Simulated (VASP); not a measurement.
## KBe3Zn: single point with PBE

KBe3Zn:

```xyz
5
Lattice="4.4342 0.0000 0.0000 0.0000 4.4342 0.0000 0.0000 0.0000 4.4342" Properties=species:S:1:pos:R:3 pbc="T T T"
K     0.0000    0.0000    0.0000
Be    0.0000    2.2171    2.2171
Be    2.2171    2.2171    0.0000
Be    2.2171    0.0000    2.2171
Zn    2.2171    2.2171    2.2171
```

The cell was built from a structure type or drawn by symmetry, and may not be a known phase.

| Property | Result |
| --- | --- |
| Program | VASP 6.6.1 |
| Task | single point |
| Functional | PBE |
| Potentials or basis | VASP PAW PBE potentials, release 64 (K_sv, Be, Zn) |
| Cutoff | 520 eV |
| k mesh | 8 × 8 × 8 |
| Occupations | gaussian, width 0.1 eV |
| Spin | no spin polarisation |
| Dipole correction | no |
| Further INCAR settings | ALGO = Fast; EDIFF = 1e-06; NBANDS = 22 |

```
Pressure               : 0.1 GPa
Band gap on the k mesh : zero (an odd number of electrons rules out a gap without spin polarisation)
```

Levels at points of the mesh, in eV from the Fermi level:
```tsv
k point	band 11	band 12	band 13	band 14	band 15	band 16
(0.00, 0.00, 0.00)	-1.69	-1.69	-1.69	0.14	0.14	2.51
(0.50, 0.00, 0.00)	-4.75	-1.34	-1.34	1.12	1.65	2.26
(0.50, 0.50, 0.00)	-3.56	-3.56	-1.47	-0.27	1.71	1.71
(0.50, 0.50, 0.50)	-3.16	-3.16	-3.16	-0.46	-0.46	-0.46
```

Wall time 44 s on 1 thread of Intel(R) Xeon(R) 6975P-C (Granite Rapids) (shared host), peak memory 0.25 GiB.
